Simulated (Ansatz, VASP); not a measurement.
Sc in VASP and in Ansatz

```
CELL_PARAMETERS angstrom
3.27701 0.00000 0.00000
-1.63851 2.83797 0.00000
0.00000 0.00000 5.08256
ATOMIC_POSITIONS crystal
Sc 0.33333 0.66667 0.25000
Sc 0.66667 0.33333 0.75000
```

Alike in both runs: task relaxation of cell and atoms; functional PBEsol; k mesh 15 × 15 × 8; occupations fermi-dirac, width 0.15 eV; no spin polarisation.

|  | VASP | Ansatz |
| --- | --- | --- |
| version | VASP 6.6.1 | Ansatz 0.2.0 |
| potentials or method | VASP PAW PBE potentials, release 64 (Sc_sv), cutoff 600 eV | scalar-relativistic, plane waves, PAW |
| valence electrons in the cell | 22 | 22 |

```tsv
	VASP	Ansatz	Ansatz less VASP
gap on the k mesh at the Fermi level, each at its own relaxed structure (eV)	none	none	-
relaxed volume (Å³/atom)	23.83	23.81	-0.029
relaxed cell length with the largest relative difference (Å)	3.275	3.274	-0.0014
```

VASP's potentials were made for PBE, not for PBEsol, and Ansatz warns of the same on its side. A gap of «none» marks a metal or a gap that the smearing closes.
